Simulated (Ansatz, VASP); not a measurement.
Two plane-wave programs on CaO

INCAR

```
PREC = Accurate ; ENCUT = 520
EDIFF = 1E-6 ; ISMEAR = 0
SIGMA = 0.05 ; LREAL = False
LASPH = True ; NELM = 100
ALGO = Normal ; ISIF = 2
LWAVE = False ; LCHARG = False
GGA = PS ; NBANDS = 24
```

File KPOINTS:

```
regular mesh
0
Gamma
  12 12 12
```

Contents of POSCAR:

```
CaO
1.0
   -1.6676340000      1.6676340000      9.4712598500
    1.6676340000     -1.6676340000      9.4712598500
    1.6676340000      1.6676340000     -9.4712598500
Ca O
2 2
Direct
    0.3204030000      0.3204030000      0.0000000000
    0.6795970000      0.6795970000      0.0000000000
    0.1818140000      0.1818140000      0.0000000000
    0.8181860000      0.8181860000      0.0000000000
```

Input for Ansatz:

```yaml
crystal:
  lattice:
    - [-1.667634, 1.667634, 9.47125985]
    - [1.667634, -1.667634, 9.47125985]
    - [1.667634, 1.667634, -9.47125985]
  atoms:
    - { symbol: Ca, position: [0.320403, 0.320403, 0.0] }
    - { symbol: Ca, position: [0.679597, 0.679597, 0.0] }
    - { symbol: O, position: [0.181814, 0.181814, 0.0] }
    - { symbol: O, position: [0.818186, 0.818186, 0.0] }
basis:
  ecutwfc: 420
kpoints:
  mp_grid: { grid: [12, 12, 12] }
hamiltonian:
  xc: pbesol
scf:
  occupations: { method: gaussian, width: 0.05 }
output:
  forces: true
  stress: true
  eigenvalues: true
```

Change from the starting cell: strain +0.1125 x Voigt [0, 0, 1, 0, 0, 0], atoms carried along.

Alike in both runs: task single point; functional PBEsol; k mesh 12 × 12 × 12; occupations gaussian, width 0.05 eV; no spin polarisation.

|  | VASP | Ansatz |
| --- | --- | --- |
| version | VASP 6.6.1 | Ansatz 0.2.0 |
| potentials or method | VASP PAW PBE potentials, release 64 (Ca_sv, O), cutoff 520 eV | scalar-relativistic, plane waves, PAW |
| valence electrons in the cell | 32 | 32 |

|  | VASP | Ansatz | Ansatz less VASP |
| --- | --- | --- | --- |
| gap on the k mesh at the Fermi level (eV) | 2.04 | 2.06 | +0.020 |
| least direct gap on the mesh (eV) | 2.04 | 2.06 | +0.020 |
| pressure (GPa) | -4.3 | -4.6 | -0.25 |
| traceless stress, the component that is largest in VASP (GPa) | 0.03 | 0.28 | +0.256 |
| rms of the force components (eV/Å) | 0.331 | 0.338 | +0.0073 |

VASP's potentials were made for PBE, not for PBEsol. Atom by atom the forces differ by 0.007 eV/Å (rms over components). With one functional, cell and mesh, what is left measures potentials, basis and numerics.
